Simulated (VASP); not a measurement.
Set up this calculation in VASP 6.6.1, as the native input.

| Property | Result |
| --- | --- |
| Task | single point |
| Functional | revPBE |
| Potentials or basis | VASP PAW PBE potentials, release 64 (Fe) |
| Cutoff | 600 eV |
| k mesh | 11 × 11 × 11 |
| Occupations | fermi-dirac, width 0.1 eV |
| Spin | no spin polarisation |
| Dipole correction | no |
| Further INCAR settings | ALGO = Normal; EDIFF = 1e-06; NBANDS = 15 |

The structure of Fe lies in POSCAR:

```
Fe
1.0
    0.0000000000      2.4526971635      2.4526971635
    2.4526971635      0.0000000000      2.4526971635
    2.4526971635      2.4526971635      0.0000000000
Fe
2
Direct
    0.1250000000      0.1250000000      0.1250000000
    0.8750000000      0.8750000000      0.8750000000
```

One way to write it, as run:

INCAR

```
ALGO = Normal ; EDIFF = 1E-6
ENCUT = 600 ; GGA = RE
GGA_COMPAT = False ; ISIF = 2
ISMEAR = -1 ; LASPH = True
LCHARG = True ; LELF = True
LREAL = False ; LVHAR = True
LWAVE = False ; NBANDS = 15
NELM = 120 ; PREC = Accurate
SIGMA = 0.1
```

KPOINTS

```
k-points
0
Gamma
  11 11 11
```

Potentials or basis: VASP PAW PBE potentials, release 64 (Fe).

The run is started by

```bash
$ cat potpaw_PBE.64/Fe/POTCAR > POTCAR
$ mpirun -np 1 vasp_std > vasp.out
```

It gave:

- Pressure: -1.4 GPa
- Band gap on the k mesh: zero (band 8 reaches 3.77 eV, above the bottom of band 9 at 3.14 eV)

Caveat: the PAW data sets were made with another functional, which shifts forces and pressure a little; the run has no spin polarisation, though such a crystal can be magnetic.

Wall time 41 s on 1 thread of AMD EPYC 7R43 64-Core Processor (Zen 3) (shared host), peak memory 0.13 GiB.
